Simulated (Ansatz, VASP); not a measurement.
CaSe in VASP and in Ansatz

File INCAR:

```
  ALGO = Normal
  EDIFF = 1E-6
  ENCUT = 520
  GGA = PE
  ISIF = 2
  ISMEAR = -1
  LASPH = True
  LCHARG = False
  LREAL = False
  LWAVE = False
  NBANDS = 15
  NELM = 80
  PREC = Accurate
  SIGMA = 0.02
```

Contents of KPOINTS:

```
k-points
0
Gamma
  8 8 8
```

The input POSCAR:

```
CaSe
1.0
    3.6347849047      0.0000000000      0.0000000000
    0.0000000000      3.6347849047      0.0000000000
    0.0000000000      0.0000000000      3.6347849047
Ca Se
1 1
Direct
    0.0000000000      0.0000000000      0.0000000000
    0.5000000000      0.5000000000      0.5000000000
```

Input for Ansatz:

```yaml
crystal:
  lattice:
    - [3.6347849047, 0.0, 0.0]
    - [0.0, 3.6347849047, 0.0]
    - [0.0, 0.0, 3.6347849047]
  atoms:
    - { symbol: Ca, position: [0.0, 0.0, 0.0] }
    - { symbol: Se, position: [0.5, 0.5, 0.5] }
kpoints:
  mp_grid: { grid: [8, 8, 8] }
  band_path:
    path:
      - [[0.0, 0.0, 0.0], [-9.23503129477e-52, 0.5, -4.415506453334e-36], [0.5, 0.5, -7.947911616001e-35], [0.0, 0.0, 0.0], [0.5, 0.5, 0.5], [-9.23503129477e-52, 0.5, -4.415506453334e-36]]
      - [[0.5, 0.5, 0.5], [0.5, 0.5, -7.947911616001e-35]]
    npoints: 10
hamiltonian:
  xc: pbe
scf:
  occupations: { method: fermi_dirac, width: 0.02 }
  n_extra_bands: 4
output:
  forces: true
  stress: true
  eigenvalues: true
  write_density: true
  write_potential: true
  elf: true
  volumetric_format: npy
```

Alike in both runs: task single point; functional PBE; k mesh 8 × 8 × 8; occupations fermi-dirac, width 0.02 eV; no spin polarisation.

|  | VASP | Ansatz |
| --- | --- | --- |
| version | VASP 6.6.1 | Ansatz 0.2.0 |
| potentials or method | VASP PAW PBE potentials, release 64 (Ca_sv, Se) | plane waves, PAW |
| plane-wave cutoff (eV) | 520 | 420 |
| valence electrons in the cell | 16 | 26 |

|  | VASP | Ansatz | Ansatz less VASP |
| --- | --- | --- | --- |
| gap on the k mesh at the Fermi level (eV) | 0.76 | 0.77 | +0.008 |
| pressure (GPa) | 0.8 | 0.6 | -0.16 |

The functional is the same, so the differences come from potentials, cutoffs and numerics. VASP's potentials hold 16 valence electrons a cell and Ansatz's 26, so a difference there can come from the potentials and not from the codes.
